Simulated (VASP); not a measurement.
# C in VASP: single point with PBE+D3(BJ)

Aim: the single point of C with PBE+D3(BJ).

Everything below comes from runs of VASP 6.6.1. Logs are shortened: lines on timing, memory, paths and dates and some standing lists are left out, and cuts for length are marked.

### 1 The cell of the first run

The cell holds a slab with vacuum, 4 atoms: a = 2.466 Å, b = 2.466 Å, c = 17.500 Å, α = 90.00°, β = 90.00°, γ = 120.00°.

### 2 Single point, PBE+D3(BJ)

File INCAR:

```
PREC = Accurate ; ENCUT = 520
EDIFF = 1E-6 ; ISMEAR = 0
SIGMA = 0.1 ; LREAL = F
LASPH = T ; NELM = 80
ALGO = Normal ; ISIF = 2
LWAVE = F ; LCHARG = F
LDIPOL = T ; IDIPOL = 3
DIPOL = 0.5 0.5 0.359 ; GGA = PE
IVDW = 12 ; NBANDS = 16
```

File KPOINTS:

```
regular mesh
0
Gamma
  15 15 1
```

File POSCAR:

```
C
1.0
    2.4656524409      0.0000000000      0.0000000000
   -1.2328262205      2.1353176508      0.0000000000
    0.0000000000      0.0000000000     17.5000663883
C
4
Direct
    0.6666666667      0.3333333333      0.2571437784
    0.3333333333      0.6666666667      0.2571418816
    1.3333333333      0.6666666667      0.4605734749
    1.6666666667      0.3333333333      0.4605715781
```

Potentials or basis: VASP PAW PBE potentials, release 64 (C).

Run with:

```bash
$ cat potpaw_PBE.64/C/POTCAR > POTCAR
$ mpirun -np 1 vasp_std > vasp.out
```

OUTCAR:

```text
PREC = Accurate
   ENCUT = 520
   EDIFF = 1E-6
   ISMEAR = 0
   LREAL = F
   LASPH = T
   NELM = 80
   ISIF = 2
   GGA = PE
   IVDW = 12
 IVDW          = 12

 ion  position               nearest neighbor table
   1  0.667  0.333  0.257-   2 1.42   2 1.42   2 1.42
   2  0.333  0.667  0.257-   1 1.42   1 1.42   1 1.42
   3  0.333  0.667  0.461-   4 1.42   4 1.42   4 1.42
   4  0.667  0.333  0.461-   3 1.42   3 1.42   3 1.42

  LATTYP: Found a hexagonal cell.
 ALAT       =     2.4656524409
 C/A-ratio  =     7.0975398227

  Lattice vectors:

 A1 = (   2.4656524409,   0.0000000000,   0.0000000000)
 A2 = (  -1.2328262205,   2.1353176508,   0.0000000000)
 A3 = (   0.0000000000,   0.0000000000,  17.5000663883)

Analysis of symmetry for initial positions (statically):
=====================================================================
 Subroutine PRICEL returns:
 Original cell was already a primitive cell.

 Routine SETGRP: Setting up the symmetry group for a
 hexagonal supercell.

 Subroutine GETGRP returns: Found 24 space group operations
 (whereof 12 operations were pure point group operations)
 out of a pool of 24 trial point group operations.

The static configuration has the point symmetry C_6v.
 The point group associated with its full space group is D_6h.

Analysis of symmetry for dynamics (positions and initial velocities):
=====================================================================
 Subroutine PRICEL returns:
 Original cell was already a primitive cell.

 Routine SETGRP: Setting up the symmetry group for a
 hexagonal supercell.

 Subroutine GETGRP returns: Found 24 space group operations
 (whereof 12 operations were pure point group operations)
 out of a pool of 24 trial point group operations.

The dynamic configuration has the point symmetry C_6v.
 The point group associated with its full space group is D_6h.

 Subroutine INISYM returns: Found 24 space group operations
 (whereof 12 operations are pure point group operations),
 and found     1 'primitive' translations

----------------------------------------------------------------------------------------

                                     Primitive cell

  volume of cell :      92.1370

  direct lattice vectors                    reciprocal lattice vectors
     2.465652441  0.000000000  0.000000000     0.405572166  0.234157199  0.000000000
    -1.232826221  2.135317651  0.000000000     0.000000000  0.468314398  0.000000000
     0.000000000  0.000000000 17.500066388     0.000000000  0.000000000  0.057142640

  length of vectors
     2.465652441  2.465652441 17.500066388     0.468314398  0.468314398  0.057142640

  position of ions in fractional coordinates (direct lattice)
     0.666666667  0.333333333  0.257143778
     0.333333333  0.666666667  0.257141882
     0.333333333  0.666666667  0.460573475
     0.666666667  0.333333333  0.460571578

  ion indices of the primitive-cell ions
   primitive index   ion index
                 1           1
                 2           2
                 3           3
                 4           4

----------------------------------------------------------------------------------------

 KPOINTS: regular mesh

Automatic generation of k-mesh.
 Grid dimensions read from file:
 generate k-points for:   15   15    1

 Generating k-lattice:

  Cartesian coordinates                     Fractional coordinates (reciprocal lattice)
     0.027038144  0.015610480  0.000000000     0.066666667  0.000000000  0.000000000
     0.000000000  0.031220960  0.000000000     0.000000000  0.066666667  0.000000000
     0.000000000  0.000000000  0.057142640     0.000000000  0.000000000  1.000000000

  Length of vectors
     0.031220960  0.031220960  0.057142640

  Shift w.r.t. Gamma in fractional coordinates (k-lattice)
     0.000000000  0.000000000  0.000000000

 Subroutine IBZKPT returns following result:
 ===========================================

 Found     27 irreducible k-points:

 Following reciprocal coordinates:
            Coordinates               Weight
  0.000000  0.000000  0.000000      1.000000
  0.066667  0.000000  0.000000      6.000000
  0.133333 -0.000000  0.000000      6.000000
  0.200000  0.000000  0.000000      6.000000
  0.266667 -0.000000  0.000000      6.000000
  0.333333  0.000000  0.000000      6.000000
[... 16 lines left out ...]
  0.333333  0.200000  0.000000     12.000000
  0.400000  0.200000  0.000000      6.000000
 [... further k-points ...]
   k-points           NKPTS =     27   k-points in BZ     NKDIM =     27   number of bands    NBANDS=     16
   number of dos      NEDOS =    301   number of ions     NIONS =      4
   total plane-waves  NPLWV =  45360
   dimension x,y,z NGX =    18 NGY =   18 NGZ =  140
   dimension x,y,z NGXF=    36 NGYF=   36 NGZF=  280
   ions per type =               4
   NGX,Y,Z   is equivalent  to a cutoff of  12.14, 12.14, 13.30 a.u.
   NGXF,Y,Z  is equivalent  to a cutoff of  24.27, 24.27, 26.60 a.u.
 SYSTEM =  unknown system
   PREC   = accura    normal or accurate (medium, high low for compatibility)
   ISTART =      0    job   : 0-new  1-cont  2-samecut
   ICHARG =      2    charge: 1-file 2-atom 10-const
   ISPIN  =      1    spin polarized calculation?
   LNONCOLLINEAR =      F non collinear calculations
   LSORBIT =      F    spin-orbit coupling
   LASPH  =      T    aspherical Exc in radial PAW
   ENCUT  =  520.0 eV  38.22 Ry    6.18 a.u.   4.58  4.58 32.54*2*pi/ulx,y,z
   NELM   =     80;   NELMIN=  2; NELMDL= -5     # of ELM steps
   EDIFF  = 0.1E-05   stopping-criterion for ELM
   LREAL  =      F    real-space projection
   EDIFFG = 0.1E-04   stopping-criterion for IOM
   NSW    =      0    number of steps for IOM
   IBRION =     -1    ionic relax: 0-MD 1-quasi-New 2-CG
   NFREE  =      0    steps in history (QN), initial steepest desc. (CG)
   ISIF   =      2    stress and relaxation
   ISYM   =      2    0-nonsym 1-usesym 2-fastsym
   POTIM  = 0.5000    time-step for ionic-motion
   TEBEG  =    0.0;   TEEND  =   0.0 temperature during run
   PSTRESS=    0.0 pullay stress
   NELECT =      16.0000    total number of electrons
   NUPDOWN=      -1.0000    fix difference up-down
   EMIN   =  10.00;   EMAX   =-10.00  energy-range for DOS
   EFERMI =   0.00;   METHOD = LEGACY
   ISMEAR =     0;   SIGMA  =   0.10  broadening in eV -4-tet -1-fermi 0-gaus
   EFERMI_NEDOS =   21; number of points for ismear=-14 and -15
   IALGO  =     38    algorithm
   IMIX   =      4    mixing-type and parameters
     AMIX     =   0.40;   BMIX     =  1.00
     AMIX_MAG =   1.60;   BMIX_MAG =  1.00
  volume/ion in A,a.u.               =      23.03       155.44
  Fermi-wavevector in a.u.,A,eV,Ry     =   0.913349  1.725980 11.350070  0.834207
  Thomas-Fermi vector in A             =   2.037850
   LORBIT       =      0    0 simple, 1 ext, 2 COOP (PROOUT), +10 PAW based schemes
   GGA     = PE    functional components
   LHFCALC =     F    Hartree Fock is set to
   AEXX    =    0.0000 exact exchange contribution
   IVDW    =    12    specifies the selected vdW correction
   LEPSILON=     F    determine dielectric tensor
   LRPA    =     F    only Hartree local field effects (RPA)
 non-spin polarized calculation
 Gauss-broadening in eV      SIGMA  =   0.10
  energy-cutoff  :      520.00
  volume of cell :       92.14
 maximum number of plane-waves:      2516
   NGX =  9   NGY =  9   NGZ = 65

 dipolmoment           0.000000      0.000000      0.000087 electrons x Angstroem

 number of electron      15.9999998 magnetization

 dipolmoment           0.000000      0.000000     -0.000130 electrons x Angstroem

 Free energy of the ion-electron system (eV)
  ---------------------------------------------------
  ext. energy  EPLUGINS =         0.00000000
  ---------------------------------------------------
  free energy    TOTEN  =       -36.87874776 eV

  energy without entropy =      -36.87873984  energy(sigma->0) =      -36.87874380

 E-fermi :  -0.8230     XC(G=0):  -4.4672

 val. band max:       -1.0581867277   @ k =   0.3333   0.3333   0.0000
 cond. band min:      -0.5877196476   @ k =   0.3333   0.3333   0.0000
 fundamental gap:      0.4704670801
 Fermi energy:        -0.8229541782

 k-point     1 :       0.0000    0.0000    0.0000
  band No.  band energies     occupation
      1     -20.3919      2.00000
      2     -20.2978      2.00000
      3      -8.7963      2.00000
      4      -8.0768      2.00000
      5      -3.8667      2.00000
      6      -3.8667      2.00000
[... 8 lines left out ...]
     15       7.4758      0.00000
     16       7.5065      0.00000

 k-point     2 :       0.0667    0.0000    0.0000
  band No.  band energies     occupation
      1     -20.2865      2.00000
      2     -20.1930      2.00000
      3      -8.6696      2.00000
      4      -7.9529      2.00000
      5      -4.2923      2.00000
      6      -4.2800      2.00000
[... 8 lines left out ...]
     15       7.5586      0.00000
     16       7.9270      0.00000

 k-point     3 :       0.1333   -0.0000    0.0000
  band No.  band energies     occupation
      1     -19.9711      2.00000
      2     -19.8795      2.00000
      3      -8.2913      2.00000
      4      -7.5835      2.00000
      5      -5.4229      2.00000
      6      -5.4049      2.00000
[... 8 lines left out ...]
     15       7.5829      0.00000
     16       8.8451      0.00000

 k-point     4 :       0.2000    0.0000    0.0000
  band No.  band energies     occupation
      1     -19.4479      2.00000
      2     -19.3594      2.00000
      3      -7.6682      2.00000
      4      -6.9767      2.00000
      5      -6.9733      2.00000
      6      -6.9471      2.00000
[... 8 lines left out ...]
     15       7.4644      0.00000
     16       7.6272      0.00000

 k-point     5 :       0.2667   -0.0000    0.0000
  band No.  band energies     occupation
      1     -18.7213      2.00000
      2     -18.6369      2.00000
      3      -8.7083      2.00000
      4      -8.6749      2.00000
      5      -6.8147      2.00000
      6      -6.1458      2.00000
[... 8 lines left out ...]
     15       7.1797      0.00000
     16       7.7443      0.00000

 k-point     6 :       0.3333    0.0000    0.0000
  band No.  band energies     occupation
      1     -17.7990      2.00000
      2     -17.7196      2.00000
      3     -10.4757      2.00000
      4     -10.4343      2.00000
      5      -6.6125      2.00000
      6      -6.5977      2.00000
[... 8 lines left out ...]
     15       7.5003      0.00000
     16       8.8793      0.00000
[... 267 lines left out ...]
 k-point    21 :       0.2000    0.2000    0.0000
  band No.  band energies     occupation
      1     -17.5978      2.00000
      2     -17.5196      2.00000
      3      -9.7822      2.00000
      4      -9.7452      2.00000
      5      -8.3010      2.00000
      6      -8.2733      2.00000
[... 8 lines left out ...]
     15       9.5555      0.00000
     16       9.9243      0.00000

 k-point    22 :       0.2667    0.2000    0.0000
  band No.  band energies     occupation
      1     -16.6000      2.00000
      2     -16.5271      2.00000
      3     -11.0670      2.00000
      4     -11.0236      2.00000
      5      -9.1211      2.00000
      6      -9.0901      2.00000
[... 8 lines left out ...]
     15      10.1019      0.00000
     16      10.2979      0.00000

 k-point    23 :       0.3333    0.2000    0.0000
  band No.  band energies     occupation
      1     -15.4539      2.00000
      2     -15.3867      2.00000
      3     -12.4936      2.00000
      4     -12.4432      2.00000
      5      -9.5482      2.00000
      6      -9.5157      2.00000
[... 8 lines left out ...]
     15      10.1684      0.00000
     16      11.0308      0.00000

 k-point    24 :       0.4000    0.2000    0.0000
  band No.  band energies     occupation
      1     -14.5256      2.00000
      2     -14.4617      2.00000
      3     -13.5313      2.00000
      4     -13.4773      2.00000
      5      -9.6810      2.00000
      6      -9.6482      2.00000
[... 8 lines left out ...]
     15      10.9527      0.00000
     16      11.2533      0.00000

 [... further k-points ...]

------------------------ aborting loop because EDIFF is reached ----------------------------------------

 vacuum level on the upper side and lower side of the slab       (xc-potential included)        -0.167        -0.188

 Edisp (eV)   -0.46032

 E8    (eV) :    -0.1368

  FORCE on cell =-STRESS in cart. coord.  units (eV):
  Direction    XX          YY          ZZ          XY          YZ          ZX
  --------------------------------------------------------------------------------------
  -------------------------------------------------------------------------------------
  Total       0.10739     0.10739    -0.01402    -0.00000     0.00000     0.00000
  in kB       1.86741     1.86741    -0.24383    -0.00000     0.00000     0.00000
  external pressure =        1.16 kB  Pullay stress =        0.00 kB

 VOLUME and BASIS-vectors are now :
 -----------------------------------------------------------------------------
  energy-cutoff  :      520.00
  volume of cell :       92.14
      direct lattice vectors                 reciprocal lattice vectors
     2.465652441  0.000000000  0.000000000     0.405572166  0.234157199  0.000000000
    -1.232826221  2.135317651  0.000000000     0.000000000  0.468314398  0.000000000
     0.000000000  0.000000000 17.500066388     0.000000000  0.000000000  0.057142640

 POSITION                                       TOTAL-FORCE (eV/Angst)
 -----------------------------------------------------------------------------------
      1.23283      0.71177      4.50003         0.000000     -0.000000     -0.001580
     -0.00000      1.42355      4.50000        -0.000000      0.000000     -0.001580
     -0.00000      1.42355      8.06007        -0.000000      0.000000      0.001580
      1.23283      0.71177      8.06003         0.000000     -0.000000      0.001580
 -----------------------------------------------------------------------------------
    total drift:                               -0.000000     -0.000000     -0.029619

  FREE ENERGIE OF THE ION-ELECTRON SYSTEM (eV)
  ---------------------------------------------------
  free  energy   TOTEN  =       -37.3390701230 eV

  energy  without entropy=      -37.3390622016  energy(sigma->0) =      -37.33906616

 vacuum level on the upper side and lower side of the slab         3.355         3.360
```

Wall time 34 s (1 thread of Intel Xeon 6975P-C (Granite Rapids), shared host); peak memory 0.21 GiB.

What came out:

```yaml
Free_energy: -37.3391 eV
Band_gap_on_the_k_mesh: 0.47 eV, direct
Dispersion_energy_per_atom: -0.115 eV
```
